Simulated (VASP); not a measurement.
A run of VASP 6.6.1 is set up as follows.

The input INCAR:

```
  PREC = Accurate
  ENCUT = 520
  EDIFF = 1E-6
  ISMEAR = -1
  SIGMA = 0.15
  LREAL = Auto
  LASPH = True
  NELM = 100
  ALGO = Normal
  ISIF = 2
  LWAVE = False
  LCHARG = False
  GGA = PE
  IVDW = 12
  NBANDS = 30
```

KPOINTS

```
Automatic mesh
0
Gamma
  4 4 3
```

POSCAR

```
Be16H
1.0
   -2.2900000000     -3.9663960000      0.0000000000
    3.4350000000     -1.9831980000      0.0000000000
    0.0000000000      0.0000000000      7.1768600000
Be H
16 1
Direct
    0.7235884750      0.4885349659      0.0084298704
    0.5076276663      0.2891025781      0.2539690059
    0.7786884856      0.4663745654      0.4820631864
    0.4906229024      0.3979407413      0.7737367038
    0.4888963203     -0.0329046365      0.0073151768
    0.2311055083      0.8721489415      0.2614513868
    0.4563448437      0.0131381927      0.5219831514
    0.2522954793      0.8192304651      0.7347224274
    0.2697206055      0.5009491082     -0.0194514035
   -0.0114349414      0.3626241584      0.2409828254
    0.2297559354      0.5296480618      0.4979754377
    0.0455313197      0.3649684780      0.7693754650
    0.0259738345      0.0422940556     -0.0315736966
    0.7578531999      0.8086706922      0.2604063616
   -0.0122897581     -0.0484842929      0.5006785697
    0.7359695668      0.8160321129      0.7621160229
    0.9836346925     -0.0617107872      0.1563079118
```

Potentials or basis: VASP PAW PBE potentials, release 64 (Be, H).

Command:

```sh
$ cat potpaw_PBE.64/Be/POTCAR potpaw_PBE.64/H/POTCAR > POTCAR
$ mpirun -np 1 vasp_std > vasp.out
```

(1) What does it give for the dispersion energy per atom?

(2) What does it give for the largest force?

Answers

(1) -0.336 eV.

(2) 3.618 eV/Å.

Caveat: the k points lie up to 0.40 Å⁻¹ apart.
